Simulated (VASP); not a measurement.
Here is a VASP 6.6.1 calculation.

INCAR

```
PREC = Accurate
ENCUT = 520
EDIFF = 1E-7
ISMEAR = -1
SIGMA = 0.08
LREAL = F
LASPH = T
NELM = 80
ALGO = Normal
ISIF = 2
LWAVE = F
LCHARG = F
GGA = PS
NBANDS = 19
```

File KPOINTS:

```
regular mesh
0
Gamma
  18 18 10
```

The input POSCAR:

```
Ti
1.0
    2.8848921241      0.0000000000      0.0000000000
   -1.4424460620      2.4983898666      0.0000000000
    0.0000000000      0.0000000000      4.5685514673
Ti
2
Direct
    0.3333333333      0.6666666667      0.2500000000
    0.6666666667      0.3333333333      0.7500000000
```

Potentials or basis: VASP PAW PBE potentials, release 64 (Ti_sv).

Launch:

```bash
$ cat potpaw_PBE.64/Ti_sv/POTCAR > POTCAR
$ mpirun -np 1 vasp_std > vasp.out
```

Problem. Estimate the pressure.

Solution. 1.7 GPa.

Problem. What does it give for the band gap on the k mesh?

Solution. Zero (bands 12 and 13 overlap by 1.12 eV).

Caveat: the PAW data sets were made with another functional, which shifts forces and pressure a little.
